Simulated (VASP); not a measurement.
# NbAs: single point with LDA

NbAs:

```
Nb As
1.0
    -1.72585    1.72585    5.84000
     1.72585   -1.72585    5.84000
     1.72585    1.72585   -5.84000
Nb As
2 2
Direct
  0.75000 0.75000 0.00000
  0.50000 0.00000 0.50000
  0.16600 0.16600 0.00000
  0.91600 0.41600 0.50000
```

| Property | Result |
| --- | --- |
| Program | VASP 6.6.1 |
| Task | single point |
| Functional | LDA |
| Potentials or basis | VASP PAW LDA potentials, release 64 (Nb_sv, As) |
| Cutoff | 500 eV |
| k mesh | 2 × 2 × 2 |
| Occupations | fermi-dirac, width 0.025 eV |
| Spin | no spin polarisation |
| Dipole correction | no |
| Further INCAR settings | ALGO = Normal; EDIFF = 1e-06; NBANDS = 26 |

```
Pressure               : -2.0 GPa
Largest force          : 0.054 eV/Å
Band gap on the k mesh : 0.03 eV, direct
```

Forces in eV/Å, atoms in the order of the input:
```
Nb   0.000  0.000 -0.054
Nb   0.000  0.000 -0.054
As   0.000  0.000  0.054
As   0.000  0.000  0.054
```

Stress tensor (GPa, compression positive):
```
-4.16  0.00  0.00
 0.00 -4.16  0.00
 0.00  0.00  2.32
```

Levels at points of the mesh, in eV from the valence-band top:
```
           k point  band 14  band 15  band 16  band 17  band 18  band 19  band 20  band 21  band 22  band 23
(0.00, 0.00, 0.00)    -2.17    -2.10    -1.66    -1.34    -1.34     0.64     1.20     2.43     3.03     3.03
(0.50, 0.00, 0.00)    -3.12    -2.19    -1.79    -1.44     0.00     0.03     1.13     2.06     2.27     2.67
(0.50, 0.50, 0.00)    -4.58    -2.74    -2.74    -0.57    -0.57     2.31     2.31     2.64     2.64     3.53
(0.50, 0.50, 0.50)    -2.62    -2.55    -2.55    -0.41    -0.41     0.90     0.90     1.87     1.87     3.17
```

Run time: 22 s on 1 thread of Intel(R) Xeon(R) Platinum 8259CL CPU @ 2.50GHz (Skylake/Cascade Lake), on a shared host, peak memory 0.23 GiB.

Caveat: the k points lie up to 1.29 Å⁻¹ apart. A k mesh can miss the band edges.
